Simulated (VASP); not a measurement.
# CoO (R-3m) in VASP: single point with revPBE

Aim: the single point of CoO with revPBE.

All numbers are computed with VASP 6.6.1; they aren't measurements. Logs are shortened: lines on timing, memory, paths and dates and some standing lists are left out, and cuts for length are marked.

## (1) The cell of the first run

Symmetry: R-3m, No. 166, trigonal system. The conventional cell has a = 3.091 Å, b = 3.091 Å, c = 6.895 Å, α = 90.00°, β = 90.00°, γ = 120.00°. Within 3.1 Å of Co (site symmetry -3m) lie 6 O at 2.12 Å and 12 Co at 2.91 to 3.09 Å. Within 3.1 Å of O (site symmetry -3m) lie 6 Co at 2.12 Å and 12 O at 2.91 to 3.09 Å.

## (2) Single point, revPBE, collinear spin, ferromagnetic start

The input, INCAR:

```
PREC = Accurate
ENCUT = 600
EDIFF = 1E-6
ISMEAR = 0
SIGMA = 0.15
LREAL = False
LASPH = True
NELM = 200
ALGO = Normal
ISIF = 2
LWAVE = False
LCHARG = False
ISPIN = 2
MAGMOM = 2.7 0.34
LORBIT = 11
LMAXMIX = 4
GGA = RE
NBANDS = 18
GGA_COMPAT = False
```

The input, KPOINTS:

```
regular mesh
0
Gamma
  12 12 12
```

The input, POSCAR:

```
CoO
1.0
    1.5453433643      0.8922044074      2.2984937146
   -1.5453433643      0.8922044074      2.2984937146
    0.0000000000     -1.7844088148      2.2984937146
Co O
1 1
Direct
    0.0000000000      0.0000000000      0.0000000000
    0.5000000000      0.5000000000      0.5000000000
```

Potentials or basis: VASP PAW PBE potentials, release 64 (Co, O).

Started as:

```console
cat potpaw_PBE.64/Co/POTCAR potpaw_PBE.64/O/POTCAR > POTCAR
mpirun -np 1 vasp_std > vasp.out
```

OUTCAR:

```text
PREC = Accurate
   ENCUT = 600
   EDIFF = 1E-6
   ISMEAR = 0
   LREAL = False
   LASPH = True
   NELM = 200
   ISIF = 2
   ISPIN = 2
   LORBIT = 11
   GGA = RE

 ion  position               nearest neighbor table
   1  0.000  0.000  0.000-   2 2.12   2 2.12   2 2.12   2 2.12   2 2.12   2 2.12
   2  0.500  0.500  0.500-   1 2.12   1 2.12   1 2.12   1 2.12   1 2.12   1 2.12

  LATTYP: Found a trigonal (rhomboedric) cell.
 ALAT       =     2.9098433247
 COS(alpha) =     0.4359199147

  Lattice vectors:

 A1 = (   1.5453433643,   0.8922044074,   2.2984937146)
 A2 = (  -1.5453433643,   0.8922044074,   2.2984937146)
 A3 = (   0.0000000000,  -1.7844088148,   2.2984937146)

Analysis of symmetry for initial positions (statically):
=====================================================================
 Subroutine PRICEL returns:
 Original cell was already a primitive cell.

 Routine SETGRP: Setting up the symmetry group for a
 trigonal (rhombohedral) supercell.

 Subroutine GETGRP returns: Found 12 space group operations
 (whereof 12 operations were pure point group operations)
 out of a pool of 12 trial point group operations.

The static configuration has the point symmetry D_3d.

Analysis of symmetry for dynamics (positions and initial velocities):
=====================================================================
 Subroutine PRICEL returns:
 Original cell was already a primitive cell.

 Routine SETGRP: Setting up the symmetry group for a
 trigonal (rhombohedral) supercell.

 Subroutine GETGRP returns: Found 12 space group operations
 (whereof 12 operations were pure point group operations)
 out of a pool of 12 trial point group operations.

The dynamic configuration has the point symmetry D_3d.

Analysis of structural, dynamic, and magnetic symmetry:
=====================================================================
 Subroutine PRICEL returns:
 Original cell was already a primitive cell.

 Routine SETGRP: Setting up the symmetry group for a
 trigonal (rhombohedral) supercell.

 Subroutine GETGRP returns: Found 12 space group operations
 (whereof 12 operations were pure point group operations)
 out of a pool of 12 trial point group operations.

The overall configuration has the point symmetry D_3d.

 Subroutine INISYM returns: Found 12 space group operations
 (whereof 12 operations are pure point group operations),
 and found     1 'primitive' translations

----------------------------------------------------------------------------------------

                                     Primitive cell

  volume of cell :      19.0145

  direct lattice vectors                    reciprocal lattice vectors
     1.545343364  0.892204407  2.298493715     0.323552688  0.186803232  0.145022512
    -1.545343364  0.892204407  2.298493715    -0.323552688  0.186803232  0.145022512
     0.000000000 -1.784408815  2.298493715     0.000000000 -0.373606463  0.145022512

  length of vectors
     2.909843325  2.909843325  2.909843325     0.400765915  0.400765915  0.400765915

  position of ions in fractional coordinates (direct lattice)
     0.000000000  0.000000000  0.000000000
     0.500000000  0.500000000  0.500000000

  ion indices of the primitive-cell ions
   primitive index   ion index
                 1           1
                 2           2

----------------------------------------------------------------------------------------

 KPOINTS: regular mesh

Automatic generation of k-mesh.
 Grid dimensions read from file:
 generate k-points for:   12   12   12

 Generating k-lattice:

  Cartesian coordinates                     Fractional coordinates (reciprocal lattice)
     0.026962724  0.015566936  0.012085209     0.083333333  0.000000000  0.000000000
    -0.026962724  0.015566936  0.012085209     0.000000000  0.083333333  0.000000000
     0.000000000 -0.031133872  0.012085209     0.000000000  0.000000000  0.083333333

  Length of vectors
     0.033397160  0.033397160  0.033397160

  Shift w.r.t. Gamma in fractional coordinates (k-lattice)
     0.000000000  0.000000000  0.000000000

 Subroutine IBZKPT returns following result:
 ===========================================

 Found    189 irreducible k-points:

 Following reciprocal coordinates:
            Coordinates               Weight
  0.000000  0.000000  0.000000      1.000000
  0.083333 -0.000000  0.000000      6.000000
  0.166667  0.000000  0.000000      6.000000
  0.250000  0.000000  0.000000      6.000000
  0.333333 -0.000000  0.000000      6.000000
  0.416667 -0.000000  0.000000      6.000000
[... 16 lines left out ...]
  0.500000  0.166667  0.000000     12.000000
 -0.416667  0.166667 -0.000000     12.000000
 [... further k-points ...]
   k-points           NKPTS =    189   k-points in BZ     NKDIM =    189   number of bands    NBANDS=     18
   number of dos      NEDOS =    301   number of ions     NIONS =      2
   total plane-waves  NPLWV =  13824
   dimension x,y,z NGX =    24 NGY =   24 NGZ =   24
   dimension x,y,z NGXF=    48 NGYF=   48 NGZF=   48
   ions per type =               1   1
   NGX,Y,Z   is equivalent  to a cutoff of  13.71, 13.71, 13.71 a.u.
   NGXF,Y,Z  is equivalent  to a cutoff of  27.42, 27.42, 27.42 a.u.
 SYSTEM =  unknown system
   PREC   = accura    normal or accurate (medium, high low for compatibility)
   ISTART =      0    job   : 0-new  1-cont  2-samecut
   ICHARG =      2    charge: 1-file 2-atom 10-const
   ISPIN  =      2    spin polarized calculation?
   LNONCOLLINEAR =      F non collinear calculations
   LSORBIT =      F    spin-orbit coupling
   LASPH  =      T    aspherical Exc in radial PAW
   ENCUT  =  600.0 eV  44.10 Ry    6.64 a.u.   5.81  5.81  5.81*2*pi/ulx,y,z
   NELM   =    200;   NELMIN=  2; NELMDL= -5     # of ELM steps
   EDIFF  = 0.1E-05   stopping-criterion for ELM
   LREAL  =      F    real-space projection
   EDIFFG = 0.1E-04   stopping-criterion for IOM
   NSW    =      0    number of steps for IOM
   IBRION =     -1    ionic relax: 0-MD 1-quasi-New 2-CG
   NFREE  =      0    steps in history (QN), initial steepest desc. (CG)
   ISIF   =      2    stress and relaxation
   ISYM   =      2    0-nonsym 1-usesym 2-fastsym
   POTIM  = 0.5000    time-step for ionic-motion
   TEBEG  =    0.0;   TEEND  =   0.0 temperature during run
   PSTRESS=    0.0 pullay stress
   NELECT =      15.0000    total number of electrons
   NUPDOWN=      -1.0000    fix difference up-down
   EMIN   =  10.00;   EMAX   =-10.00  energy-range for DOS
   EFERMI =   0.00;   METHOD = LEGACY
   ISMEAR =     0;   SIGMA  =   0.15  broadening in eV -4-tet -1-fermi 0-gaus
   EFERMI_NEDOS =   21; number of points for ismear=-14 and -15
   IALGO  =     38    algorithm
   IMIX   =      4    mixing-type and parameters
     AMIX     =   0.40;   BMIX     =  1.00
     AMIX_MAG =   1.60;   BMIX_MAG =  1.00
  volume/ion in A,a.u.               =       9.51        64.16
  Fermi-wavevector in a.u.,A,eV,Ry     =   1.512669  2.858530 31.132414  2.288168
  Thomas-Fermi vector in A             =   2.622563
   LORBIT       =     11    0 simple, 1 ext, 2 COOP (PROOUT), +10 PAW based schemes
   GGA     = RE    functional components
   LHFCALC =     F    Hartree Fock is set to
   AEXX    =    0.0000 exact exchange contribution
   IVDW    =     0    specifies the selected vdW correction
   LEPSILON=     F    determine dielectric tensor
   LRPA    =     F    only Hartree local field effects (RPA)
 spin polarized calculation
 Gauss-broadening in eV      SIGMA  =   0.15
  energy-cutoff  :      600.00
  volume of cell :       19.01
 maximum number of plane-waves:       645
   NGX = 11   NGY = 11   NGZ = 11

 number of electron      15.0000001 magnetization       2.8587404

 Free energy of the ion-electron system (eV)
  ---------------------------------------------------
  ext. energy  EPLUGINS =         0.00000000
  ---------------------------------------------------
  free energy    TOTEN  =       -12.34172865 eV

  energy without entropy =      -12.30365488  energy(sigma->0) =      -12.32269176

 E-fermi :   8.1886     XC(G=0): -12.3800

 val. band max:        8.1835704130   @ k =  -0.3333   0.2500   0.1667
 cond. band min:       8.1911223065   @ k =   0.5000   0.5000   0.4167
 fundamental gap:      0.0075518935
 Fermi energy:         8.1885794390

 spin component 1

 k-point     1 :       0.0000    0.0000    0.0000
  band No.  band energies     occupation
      1     -12.1333      1.00000
      2       4.8269      1.00000
      3       4.8269      1.00000
      4       4.9123      1.00000
      5       4.9123      1.00000
      6       5.0507      1.00000
[... 10 lines left out ...]
     17      31.6710      0.00000
     18      33.5189      0.00000
[... 463 lines left out ...]
 k-point    24 :      -0.4167    0.1667   -0.0000
  band No.  band energies     occupation
      1     -10.8983      1.00000
      2       0.4020      1.00000
      3       2.0806      1.00000
      4       2.5879      1.00000
      5       5.5801      1.00000
      6       5.8764      1.00000
[... 10 lines left out ...]
     17      35.4795      0.00000
     18      36.5337      0.00000

 [... further k-points ...]

 spin component 2

 k-point     1 :       0.0000    0.0000    0.0000
  band No.  band energies     occupation
      1     -11.6513      1.00000
      2       5.4372      1.00000
      3       5.4372      1.00000
      4       6.0278      1.00000
      5       6.9352      1.00000
      6       6.9352      1.00000
[... 10 lines left out ...]
     17      32.6578      0.00000
     18      34.3144      0.00000
[... 463 lines left out ...]
 k-point    24 :      -0.4167    0.1667   -0.0000
  band No.  band energies     occupation
      1     -10.3680      1.00000
      2       0.9416      1.00000
      3       3.1770      1.00000
      4       3.9569      1.00000
      5       7.7230      0.99999
      6       7.9043      0.99632
[... 10 lines left out ...]
     17      35.8809      0.00000
     18      37.0977      0.00000

 [... further k-points ...]

------------------------ aborting loop because EDIFF is reached ----------------------------------------

  FORCE on cell =-STRESS in cart. coord.  units (eV):
  Direction    XX          YY          ZZ          XY          YZ          ZX
  --------------------------------------------------------------------------------------
  -------------------------------------------------------------------------------------
  Total        0.4337613      0.4337613      0.4940597      0.0000000      0.0000000      0.0000000
  in kB       36.5491632     36.5491632     41.6299664      0.0000000      0.0000000      0.0000000
  external PRESSURE =      38.2427643 kB  Pullay stress =       0.0000000 kB

 VOLUME and BASIS-vectors are now :
 -----------------------------------------------------------------------------
  energy-cutoff  :      600.00
  volume of cell :       19.01
      direct lattice vectors                 reciprocal lattice vectors
     1.545343364  0.892204407  2.298493715     0.323552688  0.186803232  0.145022512
    -1.545343364  0.892204407  2.298493715    -0.323552688  0.186803232  0.145022512
     0.000000000 -1.784408815  2.298493715     0.000000000 -0.373606463  0.145022512

 POSITION                                       TOTAL-FORCE (eV/Angst)
 -----------------------------------------------------------------------------------
      0.00000      0.00000      0.00000         0.000000      0.000000      0.000000
      0.00000      0.00000      3.44774         0.000000     -0.000000     -0.000000
 -----------------------------------------------------------------------------------
    total drift:                               -0.000000      0.000000     -0.000000

  FREE ENERGIE OF THE ION-ELECTRON SYSTEM (eV)
  ---------------------------------------------------
  free  energy   TOTEN  =       -12.3417286490 eV

  energy  without entropy=      -12.3036548772  energy(sigma->0) =      -12.32269176

 total charge

# of ion       s       p       d       tot
------------------------------------------
    1        0.298   0.364   7.150   7.813
    2        1.557   3.436   0.000   4.993
--------------------------------------------------
tot          1.856   3.800   7.150  12.805

 magnetization (x)

# of ion       s       p       d       tot
------------------------------------------
    1        0.020   0.017   2.491   2.528
    2        0.028   0.257   0.000   0.286
--------------------------------------------------
tot          0.048   0.275   2.491   2.813
```

Run time: 4 min. Hardware: 1 thread of Intel Xeon 8259CL, shared host; peak memory 0.25 GiB.

Results:

| Property | Result |
| --- | --- |
| Free energy | -12.3417 eV |
| Pressure | 3.8 GPa |
| Net moment | 2.86 μB per cell |
| Site moments | Co +2.53; O +0.29 μB |
| Valence electrons inside the program's atomic spheres | Co 7.81; O 4.99 |

Caveat: the cell stands under pressure; the PAW data sets were made with another functional, which shifts forces and pressure a little; a cell with one magnetic atom can't hold antiferromagnetic order, which such compounds often take; semilocal functionals often make such compounds metallic where correlation or magnetic order opens a gap, which also shifts bond lengths. With open d or f shells a metallic result of revPBE can be an artefact of self-interaction; +U or a hybrid may open a gap.
